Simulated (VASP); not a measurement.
Set up this calculation in VASP 6.6.1, as the native input.

```yaml
Task: single point
Functional: PBE
Potentials_or_basis: VASP PAW PBE potentials, release 64 (Hf_pv, N)
Cutoff: 520 eV
k_mesh: 16 × 16 × 16
Occupations: gaussian, width 0.1 eV
Spin: no spin polarisation
Dipole_correction: no
Further_INCAR_settings: ALGO = Normal; EDIFF = 1e-06; NBANDS = 14
```

The structure of HfN lies in POSCAR:

```
HfN
1.0
    0.0000000000      2.2738140414      2.2738140414
    2.2738140414      0.0000000000      2.2738140414
    2.2738140414      2.2738140414      0.0000000000
Hf N
1 1
Direct
    0.0000000000      0.0000000000      0.0000000000
    0.5000000000      0.5000000000      0.5000000000
```

One way to write it, as run:

INCAR

```
ALGO = Normal
EDIFF = 1E-6
ENCUT = 520
GGA = PE
ISIF = 2
ISMEAR = 0
LASPH = T
LCHARG = F
LREAL = F
LWAVE = F
NBANDS = 14
NELM = 100
PREC = Accurate
SIGMA = 0.1
```

KPOINTS

```
k-points
0
Gamma
  16 16 16
```

Potentials or basis: VASP PAW PBE potentials, release 64 (Hf_pv, N).

Launch:

```bash
$ cat potpaw_PBE.64/Hf_pv/POTCAR potpaw_PBE.64/N/POTCAR > POTCAR
$ mpirun -np 1 vasp_std > vasp.out
```

Results of the run:

```json
{
 "Pressure": "-2.3 GPa"
}
```

Run time: 30 s on 1 thread of Intel Xeon 8259CL, on a shared host, peak memory 0.18 GiB.
